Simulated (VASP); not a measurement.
# CdS in VASP: further runs

Runs on CdS. Level: PBE. Tasks: single point.

All numbers are computed with VASP 6.6.1; they aren't measurements. Logs are shortened: lines on timing, memory, paths and dates and some standing lists are left out, and cuts for length are marked.

**1. The cell of the first run**

It takes space group P6_3mc (No. 186, hexagonal). Conventional cell: a = 4.196 Å, b = 4.196 Å, c = 6.830 Å, α = 90.00°, β = 90.00°, γ = 120.00°. Within 3.2 Å of Cd (site symmetry 3m) lie 3 S at 2.42 Å. Within 3.2 Å of S (site symmetry 3m) lie 3 Cd at 2.42 Å.

**2. Single point, PBE (atoms displaced along a vibrational mode)**

INCAR

```
  ALGO = Normal
  EDIFF = 1E-6
  ENCUT = 540
  GGA = PE
  GGA_COMPAT = F
  ISIF = 2
  ISMEAR = 0
  LASPH = T
  LCHARG = F
  LREAL = F
  LWAVE = F
  NBANDS = 34
  NELM = 120
  PREC = Accurate
  SIGMA = 0.01
```

KPOINTS

```
k-points
0
Gamma
  9 9 4
```

POSCAR

```
CdS
1.0
    4.1963020496      0.0000000000      0.0000000000
   -2.0981510248      3.6341041769      0.0000000000
    0.0000000000      0.0000000000      6.8304216542
Cd S
2 2
Direct
    0.3333333333      0.6666666667     -0.0553264328
    0.6666666667      0.3333333333      0.4446735672
    0.3333333333      0.6666666667      0.4323264328
    0.6666666667      0.3333333333      0.9323264328
```

Potentials or basis: VASP PAW PBE potentials, release 64 (Cd_sv_GW, S).

Launch:

```console
$ cat potpaw_PBE.64/Cd_sv_GW/POTCAR potpaw_PBE.64/S/POTCAR > POTCAR
$ mpirun -np 1 vasp_std > vasp.out
```

OUTCAR:

```text
EDIFF = 1E-6
   ENCUT = 540
   GGA = PE
   ISIF = 2
   ISMEAR = 0
   LASPH = T
   LREAL = F
   NELM = 120
   PREC = Accurate

 ion  position               nearest neighbor table
   1  0.333  0.667  0.945-   4 2.42   4 2.42   4 2.42
   2  0.667  0.333  0.445-   3 2.42   3 2.42   3 2.42
   3  0.333  0.667  0.432-   2 2.42   2 2.42   2 2.42
   4  0.667  0.333  0.932-   1 2.42   1 2.42   1 2.42

  LATTYP: Found a hexagonal cell.
 ALAT       =     4.1963020496
 C/A-ratio  =     1.6277240231

  Lattice vectors:

 A1 = (   4.1963020496,   0.0000000000,   0.0000000000)
 A2 = (  -2.0981510248,   3.6341041769,   0.0000000000)
 A3 = (   0.0000000000,   0.0000000000,   6.8304216542)

Analysis of symmetry for initial positions (statically):
=====================================================================
 Subroutine PRICEL returns:
 Original cell was already a primitive cell.

 Routine SETGRP: Setting up the symmetry group for a
 hexagonal supercell.

 Subroutine GETGRP returns: Found 12 space group operations
 (whereof  6 operations were pure point group operations)
 out of a pool of 24 trial point group operations.

The static configuration has the point symmetry C_3v.
 The point group associated with its full space group is C_6v.

Analysis of symmetry for dynamics (positions and initial velocities):
=====================================================================
 Subroutine PRICEL returns:
 Original cell was already a primitive cell.

 Routine SETGRP: Setting up the symmetry group for a
 hexagonal supercell.

 Subroutine GETGRP returns: Found 12 space group operations
 (whereof  6 operations were pure point group operations)
 out of a pool of 24 trial point group operations.

The dynamic configuration has the point symmetry C_3v.
 The point group associated with its full space group is C_6v.

 Subroutine INISYM returns: Found 12 space group operations
 (whereof  6 operations are pure point group operations),
 and found     1 'primitive' translations

----------------------------------------------------------------------------------------

                                     Primitive cell

  volume of cell :     104.1626

  direct lattice vectors                    reciprocal lattice vectors
     4.196302050  0.000000000  0.000000000     0.238305057  0.137585489  0.000000000
    -2.098151025  3.634104177  0.000000000     0.000000000  0.275170978  0.000000000
     0.000000000  0.000000000  6.830421654     0.000000000  0.000000000  0.146403846

  length of vectors
     4.196302050  4.196302050  6.830421654     0.275170978  0.275170978  0.146403846

  position of ions in fractional coordinates (direct lattice)
     0.333333333  0.666666667  0.944673567
     0.666666667  0.333333333  0.444673567
     0.333333333  0.666666667  0.432326433
     0.666666667  0.333333333  0.932326433

  ion indices of the primitive-cell ions
   primitive index   ion index
                 1           1
                 2           2
                 3           3
                 4           4

----------------------------------------------------------------------------------------

 KPOINTS: k-points

Automatic generation of k-mesh.
 Grid dimensions read from file:
 generate k-points for:    9    9    4

 Generating k-lattice:

  Cartesian coordinates                     Fractional coordinates (reciprocal lattice)
     0.026478340  0.015287277  0.000000000     0.111111111  0.000000000  0.000000000
     0.000000000  0.030574553  0.000000000     0.000000000  0.111111111  0.000000000
     0.000000000  0.000000000  0.036600962     0.000000000  0.000000000  0.250000000

  Length of vectors
     0.030574553  0.030574553  0.036600962

  Shift w.r.t. Gamma in fractional coordinates (k-lattice)
     0.000000000  0.000000000  0.000000000

 Subroutine IBZKPT returns following result:
 ===========================================

 Found     36 irreducible k-points:

 Following reciprocal coordinates:
            Coordinates               Weight
  0.000000  0.000000  0.000000      1.000000
  0.111111 -0.000000  0.000000      6.000000
  0.222222  0.000000  0.000000      6.000000
  0.333333  0.000000  0.000000      6.000000
  0.444444  0.000000  0.000000      6.000000
  0.111111  0.111111  0.000000      6.000000
[... 16 lines left out ...]
  0.333333  0.222222  0.250000     24.000000
  0.333333  0.333333  0.250000      4.000000
 [... further k-points ...]
   k-points           NKPTS =     36   k-points in BZ     NKDIM =     36   number of bands    NBANDS=     34
   number of dos      NEDOS =    301   number of ions     NIONS =      4
   total plane-waves  NPLWV =  55296
   dimension x,y,z NGX =    32 NGY =   32 NGZ =   54
   dimension x,y,z NGXF=    64 NGYF=   64 NGZF=  108
   ions per type =               2   2
   NGX,Y,Z   is equivalent  to a cutoff of  12.68, 12.68, 13.14 a.u.
   NGXF,Y,Z  is equivalent  to a cutoff of  25.36, 25.36, 26.29 a.u.
 SYSTEM =  unknown system
   PREC   = accura    normal or accurate (medium, high low for compatibility)
   ISTART =      0    job   : 0-new  1-cont  2-samecut
   ICHARG =      2    charge: 1-file 2-atom 10-const
   ISPIN  =      1    spin polarized calculation?
   LNONCOLLINEAR =      F non collinear calculations
   LSORBIT =      F    spin-orbit coupling
   LASPH  =      T    aspherical Exc in radial PAW
   ENCUT  =  540.0 eV  39.69 Ry    6.30 a.u.   7.95  7.95 12.94*2*pi/ulx,y,z
   NELM   =    120;   NELMIN=  2; NELMDL= -5     # of ELM steps
   EDIFF  = 0.1E-05   stopping-criterion for ELM
   LREAL  =      F    real-space projection
   EDIFFG = 0.1E-04   stopping-criterion for IOM
   NSW    =      0    number of steps for IOM
   IBRION =     -1    ionic relax: 0-MD 1-quasi-New 2-CG
   NFREE  =      0    steps in history (QN), initial steepest desc. (CG)
   ISIF   =      2    stress and relaxation
   ISYM   =      2    0-nonsym 1-usesym 2-fastsym
   POTIM  = 0.5000    time-step for ionic-motion
   TEBEG  =    0.0;   TEEND  =   0.0 temperature during run
   PSTRESS=    0.0 pullay stress
   NELECT =      52.0000    total number of electrons
   NUPDOWN=      -1.0000    fix difference up-down
   EMIN   =  10.00;   EMAX   =-10.00  energy-range for DOS
   EFERMI =   0.00;   METHOD = LEGACY
   ISMEAR =     0;   SIGMA  =   0.01  broadening in eV -4-tet -1-fermi 0-gaus
   EFERMI_NEDOS =   21; number of points for ismear=-14 and -15
   IALGO  =     38    algorithm
   IMIX   =      4    mixing-type and parameters
     AMIX     =   0.40;   BMIX     =  1.00
     AMIX_MAG =   1.60;   BMIX_MAG =  1.00
  volume/ion in A,a.u.               =      26.04       175.73
  Fermi-wavevector in a.u.,A,eV,Ry     =   1.298690  2.454168 22.947518  1.686595
  Thomas-Fermi vector in A             =   2.430002
   LORBIT       =      0    0 simple, 1 ext, 2 COOP (PROOUT), +10 PAW based schemes
   GGA     = PE    functional components
   LHFCALC =     F    Hartree Fock is set to
   AEXX    =    0.0000 exact exchange contribution
   IVDW    =     0    specifies the selected vdW correction
   LEPSILON=     F    determine dielectric tensor
   LRPA    =     F    only Hartree local field effects (RPA)
 non-spin polarized calculation
 Gauss-broadening in eV      SIGMA  =   0.01
  energy-cutoff  :      540.00
  volume of cell :      104.16
 maximum number of plane-waves:      3003
 NGX is ok and might be reduce to    32
   NGX = 15   NGY = 15   NGZ = 25

 number of electron      51.9999992 magnetization

 Free energy of the ion-electron system (eV)
  ---------------------------------------------------
  ext. energy  EPLUGINS =         0.00000000
  ---------------------------------------------------
  free energy    TOTEN  =       -11.79097214 eV

  energy without entropy =      -11.79097214  energy(sigma->0) =      -11.79097214

 E-fermi :   2.5135     XC(G=0):  -9.0025

 val. band max:        2.3167928352   @ k =   0.0000   0.0000   0.0000
 cond. band min:       3.6842656134   @ k =   0.0000   0.0000   0.0000
 fundamental gap:      1.3674727782
 Fermi energy:         2.5135173420

 k-point     1 :       0.0000    0.0000    0.0000
  band No.  band energies     occupation
      1     -99.0531      2.00000
      2     -99.0531      2.00000
      3     -60.1476      2.00000
      4     -60.1468      2.00000
      5     -60.1069      2.00000
      6     -60.1069      2.00000
[... 26 lines left out ...]
     33       9.8555      0.00000
     34      10.9090      0.00000

 k-point     2 :       0.1111   -0.0000    0.0000
  band No.  band energies     occupation
      1     -99.0531      2.00000
      2     -99.0530      2.00000
      3     -60.1475      2.00000
      4     -60.1466      2.00000
      5     -60.1070      2.00000
      6     -60.1069      2.00000
[... 26 lines left out ...]
     33       9.8652      0.00000
     34      10.2762      0.00000

 k-point     3 :       0.2222    0.0000    0.0000
  band No.  band energies     occupation
      1     -99.0531      2.00000
      2     -99.0531      2.00000
      3     -60.1473      2.00000
      4     -60.1467      2.00000
      5     -60.1075      2.00000
      6     -60.1072      2.00000
[... 26 lines left out ...]
     33      10.1774      0.00000
     34      10.7822      0.00000
[... 704 lines left out ...]
 k-point    23 :       0.3333    0.2222    0.2500
  band No.  band energies     occupation
      1     -99.0531      2.00000
      2     -99.0531      2.00000
      3     -60.1472      2.00000
      4     -60.1471      2.00000
      5     -60.1075      2.00000
      6     -60.1074      2.00000
[... 26 lines left out ...]
     33      10.7431      0.00000
     34      11.8559      0.00000

 k-point    24 :       0.3333    0.3333    0.2500
  band No.  band energies     occupation
      1     -99.0531      2.00000
      2     -99.0531      2.00000
      3     -60.1473      2.00000
      4     -60.1473      2.00000
      5     -60.1076      2.00000
      6     -60.1076      2.00000
[... 26 lines left out ...]
     33      11.4667      0.00000
     34      11.4843      0.00000

 [... further k-points ...]

------------------------ aborting loop because EDIFF is reached ----------------------------------------

  FORCE on cell =-STRESS in cart. coord.  units (eV):
  Direction    XX          YY          ZZ          XY          YZ          ZX
  --------------------------------------------------------------------------------------
  -------------------------------------------------------------------------------------
  Total        3.1571453      3.1571453     -1.7343635      0.0000000      0.0000000      0.0000000
  in kB       48.5616599     48.5616599    -26.6771284      0.0000000      0.0000000      0.0000000
  external PRESSURE =      23.4820638 kB  Pullay stress =       0.0000000 kB

 VOLUME and BASIS-vectors are now :
 -----------------------------------------------------------------------------
  energy-cutoff  :      540.00
  volume of cell :      104.16
      direct lattice vectors                 reciprocal lattice vectors
     4.196302050  0.000000000  0.000000000     0.238305057  0.137585489  0.000000000
    -2.098151025  3.634104177  0.000000000     0.000000000  0.275170978  0.000000000
     0.000000000  0.000000000  6.830421654     0.000000000  0.000000000  0.146403846

 POSITION                                       TOTAL-FORCE (eV/Angst)
 -----------------------------------------------------------------------------------
     -0.00000      2.42274      6.45252        -0.000000      0.000000      0.155953
      2.09815      1.21137      3.03731        -0.000000     -0.000000      0.155953
     -0.00000      2.42274      2.95297        -0.000000      0.000000     -0.155953
      2.09815      1.21137      6.36818         0.000000     -0.000000     -0.155953
 -----------------------------------------------------------------------------------
    total drift:                               -0.000001     -0.000000      0.000538

  FREE ENERGIE OF THE ION-ELECTRON SYSTEM (eV)
  ---------------------------------------------------
  free  energy   TOTEN  =       -11.7909721412 eV

  energy  without entropy=      -11.7909721412  energy(sigma->0) =      -11.79097214
```

It took 60 s on 1 thread of Intel Xeon 6975P-C (Granite Rapids), shared host; peak memory 0.29 GiB.

What came out:

```
Free energy            : -11.7910 eV
Pressure               : 2.3 GPa
Largest force          : 0.156 eV/Å
Band gap on the k mesh : 1.37 eV
```

Forces in eV/Å, atoms in the order of the input:
```
Cd   0.000  0.000  0.156
Cd   0.000  0.000  0.156
S    0.000  0.000 -0.156
S    0.000  0.000 -0.156
```

Levels at points of the mesh, in eV from the valence-band top:
```
           k point  band 24  band 25  band 26  band 27  band 28  band 29
(0.00, 0.00, 0.00)    -0.23     0.00     0.00     1.37     2.02     6.47
(0.00, 0.00, 0.50)    -0.18    -0.18    -0.18     2.38     2.38     6.30
```

Caveat: the cell differs from its parent crystal (atoms displaced along a vibrational mode).

**3. Single point, PBE**

INCAR: that of step 2 with these lines changed.

```diff
@@ -8,4 +8,6 @@
   LASPH = T
-  LCHARG = F
+  LCHARG = T
+  LELF = T
   LREAL = F
+  LVHAR = T
   LWAVE = F
```

KPOINTS is that of step 2.

POSCAR

```
CdS
1.0
    4.1963020496      0.0000000000      0.0000000000
   -2.0981510248      3.6341041769      0.0000000000
    0.0000000000      0.0000000000      6.8304216542
Cd S
2 2
Direct
    0.3333333333      0.6666666667     -0.0615000000
    0.6666666667      0.3333333333      0.4385000000
    0.3333333333      0.6666666667      0.4385000000
    0.6666666667      0.3333333333      0.9385000000
```

Potentials or basis: VASP PAW PBE potentials, release 64 (Cd_sv_GW, S).

Launch:

```console
$ cat potpaw_PBE.64/Cd_sv_GW/POTCAR potpaw_PBE.64/S/POTCAR > POTCAR
$ mpirun -np 1 vasp_std > vasp.out
```

Wall time 2.7 min (1 thread of Intel Xeon Platinum 8375C at 2.90GHz (Ice Lake), shared host); peak memory 0.3 GiB.

The run converged. Its results:

```yaml
Free_energy: -11.7778 eV
Pressure: 2.4 GPa
Band_gap_on_the_k_mesh: 1.37 eV
```

Stress tensor (GPa, compression positive):
```
 4.94  0.00  0.00
 0.00  4.94  0.00
 0.00  0.00 -2.64
```

Levels at points of the mesh, in eV from the valence-band top:
```
           k point  band 23  band 24  band 25  band 26  band 27  band 28  band 29  band 30
(0.00, 0.00, 0.00)    -0.37    -0.24     0.00     0.00     1.37     2.01     6.47     6.47
(0.00, 0.00, 0.50)    -0.18    -0.18    -0.18    -0.18     2.37     2.37     6.31     6.31
```
